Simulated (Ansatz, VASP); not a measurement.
# One calculation of BaO, two programs

```xyz
4
Lattice="3.9414 0.0000 0.0000 0.0000 3.9414 0.0000 0.0000 0.0000 5.5740" Properties=species:S:1:pos:R:3 pbc="T T T"
Ba    0.0000    0.0000    0.0000
Ba    1.9707    1.9707    2.7870
O     1.9707    1.9707    0.0000
O     0.0000    0.0000    2.7870
```

Alike in both runs: functional PBE; k mesh 8 × 8 × 6; occupations gaussian, width 0.02 eV; no spin polarisation.

Ansatz relaxed the structure, and its values are those at the end. VASP's run is a single point on that final structure, the one shown.

```csv
,VASP,Ansatz
version,VASP 6.6.1,Ansatz 0.2.0
potentials or method,"VASP PAW PBE potentials, release 64 (Ba_sv, O), cutoff 600 eV","scalar-relativistic, plane waves, PAW"
valence electrons in the cell,32,32
```

|  | VASP | Ansatz | Ansatz less VASP |
| --- | --- | --- | --- |
| gap on the k mesh at the Fermi level (eV) | 2.04 | 2.10 | +0.064 |
| least direct gap on the mesh (eV) | 2.04 | 2.10 | +0.064 |
| pressure (GPa) | 1.5 | 0.0 | -1.51 |

With one functional, cell and mesh, what is left measures potentials, basis and numerics. Ansatz's warnings: stress scf threshold loose.

Neither program's run includes spin-orbit coupling.
